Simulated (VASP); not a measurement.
# Ga4O (Pm-3m) in VASP: notebook

The runs below take Ga4O through single point, relaxation of cell and atoms, with PBE.

Program: VASP 6.6.1. These are calculated values, not measurements. Logs are shortened: lines on timing, memory, paths and dates and some standing lists are left out, and cuts for length are marked.

## 1. The cell of the first run

It takes space group Pm-3m (No. 221, cubic). Conventional cell: a = 4.462 Å, b = 4.462 Å, c = 4.462 Å, α = 90.00°, β = 90.00°, γ = 90.00°. Ga (site symmetry 4/mmm) has 2 O at 2.23 Å within 3.0 Å. Ga (site symmetry m-3m) has 12 Ga at 3.16 Å and 8 O at 3.86 Å within 4.2 Å. O (site symmetry m-3m) has 6 Ga at 2.23 Å within 3.0 Å.

## 2. Single point, PBE

The input, INCAR:

```
PREC = Accurate ; ENCUT = 520
EDIFF = 1E-7 ; ISMEAR = 0
SIGMA = 0.1 ; LREAL = F
LASPH = T ; NELM = 100
ALGO = Normal ; ISIF = 2
LWAVE = F ; LCHARG = T
GGA = PE ; LELF = T
LVHAR = T ; NBANDS = 37
```

The input, KPOINTS:

```
Automatic mesh
0
Gamma
  8 8 8
```

The input, POSCAR:

```
Ga4O
1.0
    4.4622894526      0.0000000000      0.0000000000
    0.0000000000      4.4622894526      0.0000000000
    0.0000000000      0.0000000000      4.4622894526
Ga O
4 1
Direct
    0.0000000000      0.5000000000      0.5000000000
    0.5000000000      0.0000000000      0.5000000000
    0.5000000000      0.5000000000      0.0000000000
    0.0000000000      0.0000000000      0.0000000000
    0.5000000000      0.5000000000      0.5000000000
```

Potentials or basis: VASP PAW PBE potentials, release 64 (Ga_d, O).

Started as:

```console
$ cat potpaw_PBE.64/Ga_d/POTCAR potpaw_PBE.64/O/POTCAR > POTCAR
$ mpirun -np 1 vasp_std > vasp.out
```

OUTCAR:

```text
PREC = Accurate
   ENCUT = 520
   EDIFF = 1E-7
   ISMEAR = 0
   LREAL = F
   LASPH = T
   NELM = 100
   ISIF = 2
   GGA = PE

 ion  position               nearest neighbor table
   1  0.000  0.500  0.500-   5 2.23   5 2.23
   2  0.500  0.000  0.500-   5 2.23   5 2.23
   3  0.500  0.500  0.000-   5 2.23   5 2.23
   4  0.000  0.000  0.000-
   5  0.500  0.500  0.500-   1 2.23   2 2.23   3 2.23   3 2.23   2 2.23   1 2.23

  LATTYP: Found a simple cubic cell.
 ALAT       =     4.4622894526

  Lattice vectors:

 A1 = (   4.4622894526,   0.0000000000,   0.0000000000)
 A2 = (   0.0000000000,   4.4622894526,   0.0000000000)
 A3 = (   0.0000000000,   0.0000000000,   4.4622894526)

Analysis of symmetry for initial positions (statically):
=====================================================================
 Subroutine PRICEL returns:
 Original cell was already a primitive cell.

 Routine SETGRP: Setting up the symmetry group for a
 simple cubic supercell.

 Subroutine GETGRP returns: Found 48 space group operations
 (whereof 48 operations were pure point group operations)
 out of a pool of 48 trial point group operations.

The static configuration has the point symmetry O_h .

Analysis of symmetry for dynamics (positions and initial velocities):
=====================================================================
 Subroutine PRICEL returns:
 Original cell was already a primitive cell.

 Routine SETGRP: Setting up the symmetry group for a
 simple cubic supercell.

 Subroutine GETGRP returns: Found 48 space group operations
 (whereof 48 operations were pure point group operations)
 out of a pool of 48 trial point group operations.

The dynamic configuration has the point symmetry O_h .

 Subroutine INISYM returns: Found 48 space group operations
 (whereof 48 operations are pure point group operations),
 and found     1 'primitive' translations

----------------------------------------------------------------------------------------

                                     Primitive cell

  volume of cell :      88.8532

  direct lattice vectors                    reciprocal lattice vectors
     4.462289453  0.000000000  0.000000000     0.224100209  0.000000000  0.000000000
     0.000000000  4.462289453  0.000000000     0.000000000  0.224100209  0.000000000
     0.000000000  0.000000000  4.462289453     0.000000000  0.000000000  0.224100209

  length of vectors
     4.462289453  4.462289453  4.462289453     0.224100209  0.224100209  0.224100209

  position of ions in fractional coordinates (direct lattice)
     0.000000000  0.500000000  0.500000000
     0.500000000  0.000000000  0.500000000
     0.500000000  0.500000000  0.000000000
     0.000000000  0.000000000  0.000000000
     0.500000000  0.500000000  0.500000000

  ion indices of the primitive-cell ions
   primitive index   ion index
                 1           1
                 2           2
                 3           3
                 4           4
                 5           5

----------------------------------------------------------------------------------------

 KPOINTS: Automatic mesh

Automatic generation of k-mesh.
 Grid dimensions read from file:
 generate k-points for:    8    8    8

 Generating k-lattice:

  Cartesian coordinates                     Fractional coordinates (reciprocal lattice)
     0.028012526  0.000000000  0.000000000     0.125000000  0.000000000  0.000000000
     0.000000000  0.028012526  0.000000000     0.000000000  0.125000000  0.000000000
     0.000000000  0.000000000  0.028012526     0.000000000  0.000000000  0.125000000

  Length of vectors
     0.028012526  0.028012526  0.028012526

  Shift w.r.t. Gamma in fractional coordinates (k-lattice)
     0.000000000  0.000000000  0.000000000

 Subroutine IBZKPT returns following result:
 ===========================================

 Found     35 irreducible k-points:

 Following reciprocal coordinates:
            Coordinates               Weight
  0.000000  0.000000  0.000000      1.000000
  0.125000  0.000000  0.000000      6.000000
[... 43 lines left out ...]

 E-fermi :   4.7873     XC(G=0): -10.6978

 val. band max:        4.7813131617   @ k =   0.5000   0.3750   0.3750
 cond. band min:       4.8028866831   @ k =   0.2500   0.1250   0.0000
 fundamental gap:      0.0215735214
 Fermi energy:         4.7872728467

 k-point     1 :       0.0000    0.0000    0.0000
  band No.  band energies     occupation
      1     -14.3830      2.00000
      2     -10.0789      2.00000
      3     -10.0789      2.00000
      4     -10.0789      2.00000
      5     -10.0429      2.00000
      6     -10.0429      2.00000
[... 29 lines left out ...]
     36      12.1622      0.00000
     37      12.1633      0.00000

 k-point     2 :       0.1250    0.0000    0.0000
  band No.  band energies     occupation
      1     -14.3642      2.00000
      2     -10.0749      2.00000
      3     -10.0699      2.00000
      4     -10.0699      2.00000
      5     -10.0368      2.00000
      6     -10.0366      2.00000
[... 29 lines left out ...]
     36      11.6505      0.00000
     37      11.6505      0.00000

 k-point     3 :       0.2500    0.0000    0.0000
  band No.  band energies     occupation
      1     -14.3172      2.00000
      2     -10.0638      2.00000
      3     -10.0441      2.00000
      4     -10.0441      2.00000
      5     -10.0205      2.00000
      6     -10.0196      2.00000
[... 29 lines left out ...]
     36      11.3669      0.00000
     37      11.3669      0.00000

 k-point     4 :       0.3750    0.0000    0.0000
  band No.  band energies     occupation
      1     -14.2686      2.00000
      2     -10.0478      2.00000
      3     -10.0041      2.00000
      4     -10.0038      2.00000
      5     -10.0038      2.00000
      6     -10.0011      2.00000
[... 29 lines left out ...]
     36      11.1935      0.00000
     37      11.1935      0.00000
[... 683 lines left out ...]
      1     -14.1603      2.00000
      2     -10.0111      2.00000
      3     -10.0034      2.00000
      4      -9.9989      2.00000
      5      -9.9876      2.00000
      6      -9.9806      2.00000
[... 29 lines left out ...]
     36      10.4631      0.00000
     37      11.4253      0.00000

 k-point    23 :       0.3750    0.3750    0.1250
  band No.  band energies     occupation
      1     -14.1313      2.00000
      2     -10.0098      2.00000
      3      -9.9980      2.00000
      4      -9.9970      2.00000
      5      -9.9922      2.00000
      6      -9.9895      2.00000
[... 29 lines left out ...]
     36      11.0132      0.00000
     37      11.5015      0.00000

 k-point    24 :       0.5000    0.3750    0.1250
  band No.  band energies     occupation
      1     -14.1100      2.00000
      2     -10.0147      2.00000
      3     -10.0028      2.00000
      4      -9.9921      2.00000
      5      -9.9859      2.00000
      6      -9.9858      2.00000
[... 29 lines left out ...]
     36      11.4276      0.00000
     37      12.0219      0.00000

 [... further k-points ...]
[... 5 lines left out ...]
  --------------------------------------------------------------------------------------
  -------------------------------------------------------------------------------------
  Total        0.0862155      0.0862155      0.0862155      0.0000000      0.0000000      0.0000000
  in kB        1.5546150      1.5546150      1.5546150      0.0000000      0.0000000      0.0000000
  external PRESSURE =       1.5546150 kB  Pullay stress =       0.0000000 kB

 VOLUME and BASIS-vectors are now :
 -----------------------------------------------------------------------------
  energy-cutoff  :      520.00
  volume of cell :       88.85
      direct lattice vectors                 reciprocal lattice vectors
     4.462289453  0.000000000  0.000000000     0.224100209  0.000000000  0.000000000
     0.000000000  4.462289453  0.000000000     0.000000000  0.224100209  0.000000000
     0.000000000  0.000000000  4.462289453     0.000000000  0.000000000  0.224100209

 POSITION                                       TOTAL-FORCE (eV/Angst)
 -----------------------------------------------------------------------------------
      0.00000      2.23114      2.23114         0.000000      0.000000      0.000000
      2.23114      0.00000      2.23114         0.000000      0.000000      0.000000
      2.23114      2.23114      0.00000         0.000000      0.000000      0.000000
      0.00000      0.00000      0.00000         0.000000      0.000000      0.000000
      2.23114      2.23114      2.23114         0.000000      0.000000      0.000000
 -----------------------------------------------------------------------------------
    total drift:                                0.000000      0.000000      0.000000

  FREE ENERGIE OF THE ION-ELECTRON SYSTEM (eV)
  ---------------------------------------------------
  free  energy   TOTEN  =       -17.2877875712 eV

  energy  without entropy=      -17.2719543389  energy(sigma->0) =      -17.27987096
```

It took 2.9 min on 1 thread of AMD EPYC 7R43 (Zen 3), shared host; peak memory 0.2 GiB.

Results:

* Free energy: -17.2878 eV
* Pressure: 0.2 GPa
* Band gap on the k mesh: zero (band 29 reaches 6.21 eV, above the bottom of band 30 at 4.01 eV)

Levels at points of the mesh, in eV from the Fermi level:
```tsv
k point	band 25	band 26	band 27	band 28	band 29	band 30	band 31	band 32	band 33	band 34
(0.00, 0.00, 0.00)	-5.62	-2.82	-2.82	-1.16	-0.10	-0.10	-0.10	4.38	4.38	4.38
(0.50, 0.00, 0.00)	-5.30	-4.23	-2.27	-0.04	-0.04	0.63	1.49	2.59	2.59	4.23
(0.50, 0.50, 0.00)	-5.07	-4.21	-1.66	-1.66	1.42	1.87	1.87	2.00	2.32	2.32
(0.50, 0.50, 0.50)	-4.81	-3.30	-3.30	-3.30	-0.14	-0.14	-0.14	1.87	7.86	7.86
```

## 3. Relaxation of cell and atoms, PBE

This run uses another cell than the first one, of 17.89 Å³/atom, 1.007 times its volume.

The input, INCAR:

```
SYSTEM = Ga4O
  PREC = Accurate
  ENCUT = 600
  EDIFF = 1E-7
  ISMEAR = 0
  SIGMA = 0.1
  LREAL = .False.
  LASPH = .True.
  NELM = 100
  ALGO = Normal
  ISIF = 3
  LWAVE = .False.
  LCHARG = .False.
  GGA = PE
  IBRION = 2
  NSW = 100
  EDIFFG = -0.01
```

The input, KPOINTS:

```
regular mesh
0
Gamma
  8 8 8
  0 0 0
```

POSCAR, as its differences from that of step 2:

```diff
@@ -2,5 +2,5 @@
 1.0
-    4.4622894526      0.0000000000      0.0000000000
-    0.0000000000      4.4622894526      0.0000000000
-    0.0000000000      0.0000000000      4.4622894526
+    4.4720148659      0.0000000000      0.0000000000
+    0.0000000000      4.4720148659      0.0000000000
+    0.0000000000      0.0000000000      4.4720148659
 Ga O
```

Potentials or basis: VASP PAW PBE potentials, release 64 (Ga_d, O).

Started as:

```console
$ cat potpaw_PBE.64/Ga_d/POTCAR potpaw_PBE.64/O/POTCAR > POTCAR
$ mpirun -np 1 vasp_std > vasp.out
```

Wall time 3.9 min (1 thread of AMD EPYC 7R43 (Zen 3), shared host); peak memory 0.23 GiB.

The run converged. Its results:

| Item | Value |
| --- | --- |
| Free energy | -17.2898 eV |
| Relaxed volume | 17.82 Å³/atom |
| Relaxed cell | a = 4.467 Å, b = 4.467 Å, c = 4.467 Å, α = 90.00°, β = 90.00°, γ = 90.00° |
| Space group after relaxing (to 0.05 Å) | Pm-3m (No. 221) |
| Energy gained by relaxing | 0.1 meV/atom |
| Ionic steps | 2 |
| Pressure after relaxing | -0.1 GPa |
| Band gap on the k mesh | zero (band 29 reaches 6.18 eV, above the bottom of band 30 at 3.99 eV) |

The path:
```tsv
step	energy change (eV)	largest force (eV/Å)	pressure (GPa)	volume (Å³)
1	0.0000	0.0000	-0.23	89.44
2	-0.0003	0.0000	-0.09	89.11
```

Final structure:
```yaml
crystal:
  lattice:
    - [4.46657, 0.00000, 0.00000]
    - [0.00000, 4.46657, 0.00000]
    - [0.00000, 0.00000, 4.46657]
  atoms:
    - { symbol: Ga, position: [0.00000, 0.50000, 0.50000] }
    - { symbol: Ga, position: [0.50000, 0.00000, 0.50000] }
    - { symbol: Ga, position: [0.50000, 0.50000, 0.00000] }
    - { symbol: Ga, position: [0.00000, 0.00000, 0.00000] }
    - { symbol: O, position: [0.50000, 0.50000, 0.50000] }
```

Levels at points of the mesh, in eV from the Fermi level:
| k point | band 27 | band 28 | band 29 | band 30 | band 31 | band 32 |
| --- | --- | --- | --- | --- | --- | --- |
| (0.00, 0.00, 0.00) | -2.83 | -1.17 | -0.09 | -0.09 | -0.09 | 4.37 |
| (0.50, 0.00, 0.00) | -2.28 | -0.03 | -0.03 | 0.62 | 1.49 | 2.58 |
| (0.50, 0.50, 0.00) | -1.65 | -1.65 | 1.41 | 1.87 | 1.87 | 2.00 |
| (0.50, 0.50, 0.50) | -3.29 | -3.29 | -0.14 | -0.14 | -0.14 | 1.87 |

## 4. Single point, PBE

This run uses another cell than the first one, of 17.89 Å³/atom, 1.007 times its volume.

The input, INCAR:

```
SYSTEM = Ga4O
ALGO     = Normal         ! electronic algorithm
EDIFF    = 1E-7           ! SCF threshold, eV
ENCUT    = 520            ! plane-wave cutoff, eV
GGA      = PE             ! functional
ISIF     = 2              ! what is computed and relaxed
ISMEAR   = 0              ! smearing method
LASPH    = .TRUE.         ! aspherical terms in the spheres
LCHARG   = .TRUE.         ! write CHGCAR
LELF     = .TRUE.         ! ELF
LREAL    = .FALSE.        ! projectors in reciprocal space
LVHAR    = .TRUE.       
LWAVE    = .FALSE.        ! write WAVECAR
NBANDS   = 37             ! bands
NELM     = 100            ! most SCF steps
PREC     = Accurate       ! precision mode
SIGMA    = 0.1            ! smearing width, eV
```

The input, KPOINTS:

```
k-points
0
G
  4 4 4
  0 0 0
```

POSCAR is that of step 3.

Started as:

```console
$ cat potpaw_PBE.64/Ga_d/POTCAR potpaw_PBE.64/O/POTCAR > POTCAR
$ mpirun -np 1 vasp_std > vasp.out
```

Wall time 43 s (1 thread of AMD EPYC 7R43 (Zen 3), shared host); peak memory 0.17 GiB.

The run converged. Its results:

```yaml
Free_energy: -17.2399 eV
Pressure: 0.3 GPa
Band_gap_on_the_k_mesh: zero (band 29 reaches 6.14 eV, above the bottom of band 30 at 3.97 eV)
```

Levels at points of the mesh, in eV from the Fermi level:
```tsv
k point	band 26	band 27	band 28	band 29	band 30	band 31	band 32	band 33
(0.00, 0.00, 0.00)	-2.82	-2.82	-1.21	-0.12	-0.12	-0.12	4.36	4.36
(0.50, 0.00, 0.00)	-4.28	-2.28	-0.04	-0.04	0.55	1.50	2.56	2.56
(0.50, 0.50, 0.00)	-4.22	-1.71	-1.71	1.40	1.88	1.88	1.98	2.28
(0.50, 0.50, 0.50)	-3.28	-3.28	-3.28	-0.21	-0.21	-0.21	1.84	7.82
```

## 5. Relaxation of cell and atoms, PBE

The input, INCAR:

```
SYSTEM = Ga4O
PREC     = Accurate       ! precision mode
ENCUT    = 600            ! plane-wave cutoff, eV
EDIFF    = 1E-7           ! SCF threshold, eV
ISMEAR   = 0              ! smearing method
SIGMA    = 0.1            ! smearing width, eV
LREAL    = .False.        ! projectors in reciprocal space
LASPH    = .True.         ! aspherical terms in the spheres
NELM     = 100            ! most SCF steps
ALGO     = Normal         ! electronic algorithm
ISIF     = 3              ! what is computed and relaxed
LWAVE    = .False.        ! write WAVECAR
LCHARG   = .False.        ! write CHGCAR
GGA      = PE             ! functional
IBRION   = 2              ! ionic algorithm
NSW      = 90             ! ionic steps
EDIFFG   = -0.04          ! ionic threshold
```

The input, KPOINTS:

```
regular mesh
0
Gamma
  4 4 4
  0 0 0
```

POSCAR, as its differences from that of step 4:

```diff
@@ -2,5 +2,5 @@
 1.0
-    4.4720148659      0.0000000000      0.0000000000
-    0.0000000000      4.4720148659      0.0000000000
-    0.0000000000      0.0000000000      4.4720148659
+    4.4620178800      0.0000000000      0.0000000000
+    0.0000000000      4.4620178800      0.0000000000
+    0.0000000000      0.0000000000      4.4620178800
 Ga O
```

Started as:

```console
$ cat potpaw_PBE.64/Ga_d/POTCAR potpaw_PBE.64/O/POTCAR > POTCAR
$ mpirun -np 1 vasp_std > vasp.out
```

It took 72 s on 1 thread of AMD EPYC 7R43 (Zen 3), shared host; peak memory 0.18 GiB.

The run converged. Its results:

```
Free energy                            : -17.2414 eV
Relaxed volume                         : 17.94 Å³/atom
Relaxed cell                           : a = 4.476 Å, b = 4.476 Å, c = 4.476 Å, α = 90.00°, β = 90.00°, γ = 90.00°
Space group after relaxing (to 0.05 Å) : Pm-3m (No. 221)
Energy gained by relaxing              : 0.4 meV/atom
Ionic steps                            : 2
Pressure after relaxing                : 0.1 GPa
Band gap on the k mesh                 : zero (band 29 reaches 6.11 eV, above the bottom of band 30 at 3.95 eV)
```

Step by step:
| step | energy change (eV) | largest force (eV/Å) | pressure (GPa) | volume (Å³) |
| --- | --- | --- | --- | --- |
| 1 | 0.0000 | 0.0000 | 0.59 | 88.84 |
| 2 | -0.0018 | 0.0000 | 0.08 | 89.68 |

Final structure:
```yaml
crystal:
  lattice:
    - [4.47606, 0.00000, 0.00000]
    - [0.00000, 4.47606, 0.00000]
    - [0.00000, 0.00000, 4.47606]
  atoms:
    - { symbol: Ga, position: [0.00000, 0.50000, 0.50000] }
    - { symbol: Ga, position: [0.50000, 0.00000, 0.50000] }
    - { symbol: Ga, position: [0.50000, 0.50000, 0.00000] }
    - { symbol: Ga, position: [0.00000, 0.00000, 0.00000] }
    - { symbol: O, position: [0.50000, 0.50000, 0.50000] }
```

Levels at points of the mesh, in eV from the Fermi level:
```tsv
k point	band 27	band 28	band 29	band 30	band 31	band 32
(0.00, 0.00, 0.00)	-2.83	-1.23	-0.12	-0.12	-0.12	4.36
(0.50, 0.00, 0.00)	-2.29	-0.04	-0.04	0.54	1.50	2.56
(0.50, 0.50, 0.00)	-1.70	-1.70	1.39	1.87	1.87	1.98
(0.50, 0.50, 0.50)	-3.27	-3.27	-0.22	-0.22	-0.22	1.83
```

## 6. Single point, PBE

The input, INCAR:

```
PREC = Accurate ; ENCUT = 520
EDIFF = 1E-6 ; ISMEAR = 0
SIGMA = 0.1 ; LREAL = False
LASPH = True ; NELM = 100
ALGO = Normal ; ISIF = 2
LWAVE = False ; LCHARG = False
GGA = PE ; NBANDS = 37
```

The input, KPOINTS:

```
regular mesh
0
Gamma
  4 4 4
```

POSCAR is that of step 5.

Potentials or basis: VASP PAW PBE potentials, release 64 (Ga_d, O).

Started as:

```console
$ cat potpaw_PBE.64/Ga_d/POTCAR potpaw_PBE.64/O/POTCAR > POTCAR
$ mpirun -np 1 vasp_std > vasp.out
```

Run time: 33 s. Hardware: 1 thread of Intel Xeon Platinum 8488C (Sapphire Rapids), shared host; peak memory 0.2 GiB.

It converged, with:

- Free energy: -17.2379 eV
- Pressure: 0.7 GPa
- Band gap on the k mesh: zero (band 29 reaches 6.21 eV, above the bottom of band 30 at 4.02 eV)

Levels at points of the mesh, in eV from the Fermi level:
| k point | band 26 | band 27 | band 28 | band 29 | band 30 | band 31 | band 32 | band 33 |
| --- | --- | --- | --- | --- | --- | --- | --- | --- |
| (0.00, 0.00, 0.00) | -2.81 | -2.81 | -1.17 | -0.12 | -0.12 | -0.12 | 4.39 | 4.39 |
| (0.50, 0.00, 0.00) | -4.29 | -2.26 | -0.04 | -0.04 | 0.58 | 1.50 | 2.57 | 2.57 |
| (0.50, 0.50, 0.00) | -4.21 | -1.72 | -1.72 | 1.42 | 1.88 | 1.88 | 1.99 | 2.31 |
| (0.50, 0.50, 0.50) | -3.30 | -3.30 | -3.30 | -0.21 | -0.21 | -0.21 | 1.86 | 7.86 |

## 7. The runs side by side

```csv
task,cell,k mesh,cutoff (eV),gap on the mesh (eV),pressure (GPa),relaxed volume (Å³/atom)
single point,"a = 4.462 Å, 5 atoms",8 × 8 × 8,520,none,0.2,-
relaxation of cell and atoms,"relaxed from a = 4.472 Å, 5 atoms",8 × 8 × 8,600,none,-0.1,17.82
single point,"a = 4.472 Å, 5 atoms",4 × 4 × 4,520,none,0.3,-
relaxation of cell and atoms,"relaxed from a = 4.462 Å, 5 atoms",4 × 4 × 4,600,none,0.1,17.94
single point,"a = 4.462 Å, 5 atoms",4 × 4 × 4,520,none,0.7,-
```

Alike in all rows: level PBE; potentials or basis VASP PAW PBE potentials, release 64 (Ga_d, O); no spin polarisation; smearing gaussian 0.1 eV.

Absolute energies hang on the potentials; compare differences alone.
